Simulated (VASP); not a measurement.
# Hf (Fm-3m) in VASP: notebook

Hf is run at these levels: PBE; tasks: single point.

Everything below comes from runs of VASP 6.6.1. Logs are shortened: lines on timing, memory, paths and dates and some standing lists are left out, and cuts for length are marked.

## (1) The cell of the first run

Symmetry: Fm-3m, No. 225, cubic system. Conventional cell: a = 4.440 Å, b = 4.440 Å, c = 4.440 Å, α = 90.00°, β = 90.00°, γ = 90.00°. Hf (site symmetry m-3m) has 12 Hf at 3.14 Å within 4.1 Å.

## (2) Single point, PBE

Input file INCAR:

```
  ALGO = Normal
  EDIFF = 1E-7
  ENCUT = 520
  GGA = PE
  ISIF = 2
  ISMEAR = 0
  LASPH = True
  LCHARG = False
  LREAL = False
  LWAVE = False
  NBANDS = 11
  NELM = 100
  PREC = Accurate
  SIGMA = 0.016
```

Input file KPOINTS:

```
k-points
0
Gamma
  10 10 10
```

Input file POSCAR:

```
Hf
1.0
    0.0000000000      2.2200000000      2.2200000000
    2.2200000000      0.0000000000      2.2200000000
    2.2200000000      2.2200000000      0.0000000000
Hf
1
Direct
    0.0000000000      0.0000000000      0.0000000000
```

Potentials or basis: VASP PAW PBE potentials, release 64 (Hf_pv).

Command:

```bash
cat potpaw_PBE.64/Hf_pv/POTCAR > POTCAR
mpirun -np 1 vasp_std > vasp.out
```

OUTCAR:

```text
EDIFF = 1E-7
   ENCUT = 520
   GGA = PE
   ISIF = 2
   ISMEAR = 0
   LASPH = True
   LREAL = False
   NELM = 100
   PREC = Accurate

 ion  position               nearest neighbor table
   1  0.000  0.000  0.000-

  LATTYP: Found a face centered cubic cell.
 ALAT       =     4.4400000000

  Lattice vectors:

 A1 = (   0.0000000000,   2.2200000000,   2.2200000000)
 A2 = (   2.2200000000,   0.0000000000,   2.2200000000)
 A3 = (   2.2200000000,   2.2200000000,   0.0000000000)

Analysis of symmetry for initial positions (statically):
=====================================================================
 Subroutine PRICEL returns:
 Original cell was already a primitive cell.

 Routine SETGRP: Setting up the symmetry group for a
 face centered cubic supercell.

 Subroutine GETGRP returns: Found 48 space group operations
 (whereof 48 operations were pure point group operations)
 out of a pool of 48 trial point group operations.

The static configuration has the point symmetry O_h .

Analysis of symmetry for dynamics (positions and initial velocities):
=====================================================================
 Subroutine PRICEL returns:
 Original cell was already a primitive cell.

 Routine SETGRP: Setting up the symmetry group for a
 face centered cubic supercell.

 Subroutine GETGRP returns: Found 48 space group operations
 (whereof 48 operations were pure point group operations)
 out of a pool of 48 trial point group operations.

The dynamic configuration has the point symmetry O_h .

 Subroutine INISYM returns: Found 48 space group operations
 (whereof 48 operations are pure point group operations),
 and found     1 'primitive' translations

----------------------------------------------------------------------------------------

                                     Primitive cell

  volume of cell :      21.8821

  direct lattice vectors                    reciprocal lattice vectors
     0.000000000  2.220000000  2.220000000    -0.225225225  0.225225225  0.225225225
     2.220000000  0.000000000  2.220000000     0.225225225 -0.225225225  0.225225225
     2.220000000  2.220000000  0.000000000     0.225225225  0.225225225 -0.225225225

  length of vectors
     3.139554108  3.139554108  3.139554108     0.390101533  0.390101533  0.390101533

  position of ions in fractional coordinates (direct lattice)
     0.000000000  0.000000000  0.000000000

  ion indices of the primitive-cell ions
   primitive index   ion index
                 1           1

----------------------------------------------------------------------------------------

 KPOINTS: k-points

Automatic generation of k-mesh.
 Grid dimensions read from file:
 generate k-points for:   10   10   10

 Generating k-lattice:

  Cartesian coordinates                     Fractional coordinates (reciprocal lattice)
    -0.022522523  0.022522523  0.022522523     0.100000000  0.000000000  0.000000000
     0.022522523 -0.022522523  0.022522523     0.000000000  0.100000000  0.000000000
     0.022522523  0.022522523 -0.022522523     0.000000000  0.000000000  0.100000000

  Length of vectors
     0.039010153  0.039010153  0.039010153

  Shift w.r.t. Gamma in fractional coordinates (k-lattice)
     0.000000000  0.000000000  0.000000000

 Subroutine IBZKPT returns following result:
 ===========================================

 Found     47 irreducible k-points:

 Following reciprocal coordinates:
            Coordinates               Weight
  0.000000  0.000000  0.000000      1.000000
  0.100000  0.000000  0.000000      8.000000
  0.200000  0.000000  0.000000      8.000000
  0.300000  0.000000  0.000000      8.000000
  0.400000  0.000000  0.000000      8.000000
  0.500000  0.000000  0.000000      4.000000
[... 16 lines left out ...]
  0.300000  0.300000  0.000000      6.000000
  0.400000  0.300000  0.000000     24.000000
 [... further k-points ...]
   k-points           NKPTS =     47   k-points in BZ     NKDIM =     47   number of bands    NBANDS=     11
   number of dos      NEDOS =    301   number of ions     NIONS =      1
   total plane-waves  NPLWV =  13824
   dimension x,y,z NGX =    24 NGY =   24 NGZ =   24
   dimension x,y,z NGXF=    48 NGYF=   48 NGZF=   48
   ions per type =               1
   NGX,Y,Z   is equivalent  to a cutoff of  12.71, 12.71, 12.71 a.u.
   NGXF,Y,Z  is equivalent  to a cutoff of  25.42, 25.42, 25.42 a.u.
 SYSTEM =  unknown system
   PREC   = accura    normal or accurate (medium, high low for compatibility)
   ISTART =      0    job   : 0-new  1-cont  2-samecut
   ICHARG =      2    charge: 1-file 2-atom 10-const
   ISPIN  =      1    spin polarized calculation?
   LNONCOLLINEAR =      F non collinear calculations
   LSORBIT =      F    spin-orbit coupling
   LASPH  =      T    aspherical Exc in radial PAW
   ENCUT  =  520.0 eV  38.22 Ry    6.18 a.u.   5.84  5.84  5.84*2*pi/ulx,y,z
   NELM   =    100;   NELMIN=  2; NELMDL= -5     # of ELM steps
   EDIFF  = 0.1E-06   stopping-criterion for ELM
   LREAL  =      F    real-space projection
   EDIFFG = 0.1E-05   stopping-criterion for IOM
   NSW    =      0    number of steps for IOM
   IBRION =     -1    ionic relax: 0-MD 1-quasi-New 2-CG
   NFREE  =      0    steps in history (QN), initial steepest desc. (CG)
   ISIF   =      2    stress and relaxation
   ISYM   =      2    0-nonsym 1-usesym 2-fastsym
   POTIM  = 0.5000    time-step for ionic-motion
   TEBEG  =    0.0;   TEEND  =   0.0 temperature during run
   PSTRESS=    0.0 pullay stress
   NELECT =      10.0000    total number of electrons
   NUPDOWN=      -1.0000    fix difference up-down
   EMIN   =  10.00;   EMAX   =-10.00  energy-range for DOS
   EFERMI =   0.00;   METHOD = LEGACY
   ISMEAR =     0;   SIGMA  =   0.02  broadening in eV -4-tet -1-fermi 0-gaus
   EFERMI_NEDOS =   21; number of points for ismear=-14 and -15
   IALGO  =     38    algorithm
   IMIX   =      4    mixing-type and parameters
     AMIX     =   0.40;   BMIX     =  1.00
     AMIX_MAG =   1.60;   BMIX_MAG =  1.00
  volume/ion in A,a.u.               =      21.88       147.67
  Fermi-wavevector in a.u.,A,eV,Ry     =   1.260991  2.382927 21.634588  1.590097
  Thomas-Fermi vector in A             =   2.394472
   LORBIT       =      0    0 simple, 1 ext, 2 COOP (PROOUT), +10 PAW based schemes
   GGA     = PE    functional components
   LHFCALC =     F    Hartree Fock is set to
   AEXX    =    0.0000 exact exchange contribution
   IVDW    =     0    specifies the selected vdW correction
   LEPSILON=     F    determine dielectric tensor
   LRPA    =     F    only Hartree local field effects (RPA)
 non-spin polarized calculation
 Gauss-broadening in eV      SIGMA  =   0.02
  energy-cutoff  :      520.00
  volume of cell :       21.88
 maximum number of plane-waves:       609
   NGX = 11   NGY = 11   NGZ = 11

 number of electron      10.0000000 magnetization

 Free energy of the ion-electron system (eV)
  ---------------------------------------------------
  ext. energy  EPLUGINS =         0.00000000
  ---------------------------------------------------
  free energy    TOTEN  =        -9.85073905 eV

  energy without entropy =       -9.85052355  energy(sigma->0) =       -9.85063130

 E-fermi :   4.9289     XC(G=0): -11.3843

 val. band max:        4.8847993203   @ k =   0.3000   0.0000   0.0000
 cond. band min:       4.9300863140   @ k =  -0.2000   0.1000   0.0000
 fundamental gap:      0.0452869937
 Fermi energy:         4.9289029759

 k-point     1 :       0.0000    0.0000    0.0000
  band No.  band energies     occupation
      1     -25.0228      2.00000
      2     -25.0228      2.00000
      3     -25.0228      2.00000
      4      -2.3897      2.00000
      5       6.3176      0.00000
      6       6.3176      0.00000
      7       6.3176      0.00000
      8       9.1874      0.00000
      9       9.1874      0.00000
     10      16.2916      0.00000
     11      18.0569      0.00000

 k-point     2 :       0.1000    0.0000    0.0000
  band No.  band energies     occupation
      1     -25.1120      2.00000
      2     -25.0340      2.00000
      3     -25.0340      2.00000
      4      -2.0350      2.00000
      5       5.9697      0.00000
      6       6.4804      0.00000
      7       6.4804      0.00000
      8       9.0147      0.00000
      9       9.0147      0.00000
     10      17.0537      0.00000
     11      18.0552      0.00000

 k-point     3 :       0.2000    0.0000    0.0000
  band No.  band energies     occupation
      1     -25.3394      2.00000
      2     -25.0633      2.00000
      3     -25.0633      2.00000
      4      -1.0757      2.00000
      5       5.2885      0.00000
      6       6.7155      0.00000
      7       6.7155      0.00000
      8       8.9254      0.00000
      9       8.9254      0.00000
     10      17.0763      0.00000
     11      18.0591      0.00000

 k-point     4 :       0.3000    0.0000    0.0000
  band No.  band energies     occupation
      1     -25.6092      2.00000
      2     -25.0992      2.00000
      3     -25.0992      2.00000
      4       0.1318      2.00000
      5       4.8848      1.99990
      6       6.5397      0.00000
      7       6.5397      0.00000
      8       9.6312      0.00000
      9       9.6312      0.00000
     10      15.7165      0.00000
     11      18.0540      0.00000
[... 239 lines left out ...]
 k-point    22 :      -0.2000    0.2000    0.0000
  band No.  band energies     occupation
      1     -25.5661      2.00000
      2     -25.2680      2.00000
      3     -25.0948      2.00000
      4       0.7633      2.00000
      5       4.5851      2.00000
      6       5.7380      0.00000
      7       7.5130      0.00000
      8       7.9773      0.00000
      9      11.2483      0.00000
     10      17.2842      0.00000
     11      18.0747      0.00000

 k-point    23 :       0.3000    0.3000    0.0000
  band No.  band energies     occupation
      1     -25.5809      2.00000
      2     -25.2300      2.00000
      3     -25.2300      2.00000
      4       0.8863      2.00000
      5       3.6311      2.00000
      6       5.9938      0.00000
      7       8.8090      0.00000
      8       8.8090      0.00000
      9      10.5080      0.00000
     10      18.0488      0.00000
     11      19.6761      0.00000

 k-point    24 :       0.4000    0.3000    0.0000
  band No.  band energies     occupation
      1     -25.6931      2.00000
      2     -25.2933      2.00000
      3     -25.2649      2.00000
      4       1.5615      2.00000
      5       3.3527      2.00000
      6       5.7735      0.00000
      7       9.0754      0.00000
      8      10.0982      0.00000
      9      11.2188      0.00000
     10      16.8491      0.00000
     11      18.4848      0.00000

 [... further k-points ...]
[... 5 lines left out ...]
  --------------------------------------------------------------------------------------
  -------------------------------------------------------------------------------------
  Total        0.3348586      0.3348586      0.3348586     -0.0000000     -0.0000000      0.0000000
  in kB       24.5178890     24.5178890     24.5178890     -0.0000000     -0.0000000      0.0000000
  external PRESSURE =      24.5178890 kB  Pullay stress =       0.0000000 kB

 VOLUME and BASIS-vectors are now :
 -----------------------------------------------------------------------------
  energy-cutoff  :      520.00
  volume of cell :       21.88
      direct lattice vectors                 reciprocal lattice vectors
     0.000000000  2.220000000  2.220000000    -0.225225225  0.225225225  0.225225225
     2.220000000  0.000000000  2.220000000     0.225225225 -0.225225225  0.225225225
     2.220000000  2.220000000  0.000000000     0.225225225  0.225225225 -0.225225225

 POSITION                                       TOTAL-FORCE (eV/Angst)
 -----------------------------------------------------------------------------------
      0.00000      0.00000      0.00000        -0.000000     -0.000000     -0.000000
 -----------------------------------------------------------------------------------
    total drift:                                0.000000      0.000000     -0.000000

  FREE ENERGIE OF THE ION-ELECTRON SYSTEM (eV)
  ---------------------------------------------------
  free  energy   TOTEN  =        -9.8507390525 eV

  energy  without entropy=       -9.8505235487  energy(sigma->0) =       -9.85063130
```

Run time: 15 s. Hardware: 1 thread of AMD EPYC 7R13, shared host; peak memory 0.14 GiB.

Results:

- Free energy: -9.8507 eV
- Pressure: 2.5 GPa
- Band gap on the k mesh: zero (band 5 reaches 6.32 eV, above the bottom of band 6 at 4.50 eV)

Levels at points of the mesh, in eV from the Fermi level:
```csv
k point,band 3,band 4,band 5,band 6,band 7,band 8
"(0.00, 0.00, 0.00)",-29.95,-7.32,1.39,1.39,1.39,4.26
"(0.50, 0.00, 0.00)",-30.07,-3.73,0.62,1.16,1.16,6.44
"(0.50, 0.50, 0.00)",-30.27,-3.38,-2.23,2.61,6.45,7.09
```

Caveat: spin-orbit coupling is left out, which moves the levels of the heavy elements.

## (3) Single point, PBE

Input file INCAR:

```
PREC = Accurate ; ENCUT = 520
EDIFF = 1E-6 ; ISMEAR = 0
SIGMA = 0.022 ; LREAL = False
LASPH = True ; NELM = 80
ALGO = Fast ; ISIF = 2
LWAVE = False ; LCHARG = False
GGA = PE ; NBANDS = 11
```

Input file KPOINTS:

```
regular mesh
0
Gamma
  10 10 10
```

POSCAR is that of step 2.

Potentials or basis: VASP PAW PBE potentials, release 64 (Hf_pv).

Command:

```bash
cat potpaw_PBE.64/Hf_pv/POTCAR > POTCAR
mpirun -np 1 vasp_std > vasp.out
```

OUTCAR:

```text
PREC = Accurate
   ENCUT = 520
   EDIFF = 1E-6
   ISMEAR = 0
   LREAL = False
   LASPH = True
   NELM = 80
   ISIF = 2
   GGA = PE

 ion  position               nearest neighbor table
   1  0.000  0.000  0.000-

  LATTYP: Found a face centered cubic cell.
 ALAT       =     4.4400000000

  Lattice vectors:

 A1 = (   0.0000000000,   2.2200000000,   2.2200000000)
 A2 = (   2.2200000000,   0.0000000000,   2.2200000000)
 A3 = (   2.2200000000,   2.2200000000,   0.0000000000)

Analysis of symmetry for initial positions (statically):
=====================================================================
 Subroutine PRICEL returns:
 Original cell was already a primitive cell.

 Routine SETGRP: Setting up the symmetry group for a
 face centered cubic supercell.

 Subroutine GETGRP returns: Found 48 space group operations
 (whereof 48 operations were pure point group operations)
 out of a pool of 48 trial point group operations.

The static configuration has the point symmetry O_h .

Analysis of symmetry for dynamics (positions and initial velocities):
=====================================================================
[... 160 lines left out ...]
 cond. band min:       4.9300257465   @ k =  -0.2000   0.1000   0.0000
 fundamental gap:      0.0452743230
 Fermi energy:         4.9284263061

 k-point     1 :       0.0000    0.0000    0.0000
  band No.  band energies     occupation
      1     -25.0231      2.00000
      2     -25.0231      2.00000
      3     -25.0231      2.00000
      4      -2.3897      2.00000
      5       6.3176      0.00000
      6       6.3176      0.00000
      7       6.3176      0.00000
      8       9.1873      0.00000
      9       9.1873      0.00000
     10      16.2916      0.00000
     11      18.0565      0.00000
[... 309 lines left out ...]
 k-point    24 :       0.4000    0.3000    0.0000
  band No.  band energies     occupation
      1     -25.6934      2.00000
      2     -25.2936      2.00000
      3     -25.2652      2.00000
      4       1.5615      2.00000
      5       3.3527      2.00000
      6       5.7734      0.00000
      7       9.0753      0.00000
      8      10.0981      0.00000
      9      11.2187      0.00000
     10      16.8496      0.00000
     11      18.5175      0.00000

 [... further k-points ...]
[... 5 lines left out ...]
  --------------------------------------------------------------------------------------
  -------------------------------------------------------------------------------------
  Total        0.3344753      0.3344753      0.3344753      0.0000000      0.0000000     -0.0000000
  in kB       24.4898255     24.4898255     24.4898255      0.0000000      0.0000000     -0.0000000
  external PRESSURE =      24.4898255 kB  Pullay stress =       0.0000000 kB

 VOLUME and BASIS-vectors are now :
 -----------------------------------------------------------------------------
  energy-cutoff  :      520.00
  volume of cell :       21.88
      direct lattice vectors                 reciprocal lattice vectors
     0.000000000  2.220000000  2.220000000    -0.225225225  0.225225225  0.225225225
     2.220000000  0.000000000  2.220000000     0.225225225 -0.225225225  0.225225225
     2.220000000  2.220000000  0.000000000     0.225225225  0.225225225 -0.225225225

 POSITION                                       TOTAL-FORCE (eV/Angst)
 -----------------------------------------------------------------------------------
      0.00000      0.00000      0.00000         0.000000      0.000000      0.000000
 -----------------------------------------------------------------------------------
    total drift:                               -0.000000      0.000000      0.000000

  FREE ENERGIE OF THE ION-ELECTRON SYSTEM (eV)
  ---------------------------------------------------
  free  energy   TOTEN  =        -9.8508197157 eV

  energy  without entropy=       -9.8505211351  energy(sigma->0) =       -9.85067043
```

OSZICAR:

```text
N       E                     dE             d eps       ncg     rms          rms(c)
DAV:   1     0.125783574772E+02    0.12578E+02   -0.56619E+03  1034   0.838E+02
DAV:   2    -0.970621521949E+01   -0.22285E+02   -0.21593E+02  1306   0.154E+02
DAV:   3    -0.101697493343E+02   -0.46353E+00   -0.46155E+00  1312   0.148E+01
DAV:   4    -0.101714857282E+02   -0.17364E-02   -0.17362E-02  1190   0.111E+00
DAV:   5    -0.101714944452E+02   -0.87170E-05   -0.87167E-05  1349   0.696E-02    0.468E+01
RMM:   6    -0.993004144647E+01    0.24145E+00   -0.16469E-01  1060   0.277E+00    0.267E+01
RMM:   7    -0.985286934079E+01    0.77172E-01   -0.30573E-01  1119   0.387E+00    0.187E+00
RMM:   8    -0.985136373162E+01    0.15056E-02   -0.17646E-02  1178   0.125E+00    0.713E-01
RMM:   9    -0.985080384055E+01    0.55989E-03   -0.20001E-03  1221   0.383E-01    0.895E-02
RMM:  10    -0.985082005547E+01   -0.16215E-04   -0.29196E-04  1295   0.125E-01    0.793E-02
RMM:  11    -0.985081794466E+01    0.21108E-05   -0.60432E-05  1297   0.597E-02    0.176E-02
RMM:  12    -0.985082063395E+01   -0.26893E-05   -0.97654E-06  1256   0.237E-02    0.101E-02
RMM:  13    -0.985081971571E+01    0.91824E-06   -0.40439E-06  1175   0.153E-02
   1 F= -.98508197E+01 E0= -.98506704E+01  d E =-.298581E-03
```

Run time: 19 s. Hardware: 1 thread of AMD EPYC 7R13, shared host; peak memory 0.14 GiB.

Results:

- Free energy: -9.8508 eV
- Pressure: 2.4 GPa
- Band gap on the k mesh: zero (band 5 reaches 6.32 eV, above the bottom of band 6 at 4.50 eV)

Levels at points of the mesh, in eV from the Fermi level:
| k point | band 1 | band 2 | band 3 | band 4 | band 5 | band 6 | band 7 | band 8 | band 9 | band 10 |
| --- | --- | --- | --- | --- | --- | --- | --- | --- | --- | --- |
| (0.00, 0.00, 0.00) | -29.95 | -29.95 | -29.95 | -7.32 | 1.39 | 1.39 | 1.39 | 4.26 | 4.26 | 11.36 |
| (0.50, 0.00, 0.00) | -30.83 | -30.07 | -30.07 | -3.73 | 0.62 | 1.16 | 1.16 | 6.44 | 6.44 | 9.64 |
| (0.50, 0.50, 0.00) | -30.77 | -30.27 | -30.27 | -3.38 | -2.23 | 2.61 | 6.45 | 7.09 | 7.09 | 10.06 |

Caveat: spin-orbit coupling is left out, which moves the levels of the heavy elements.
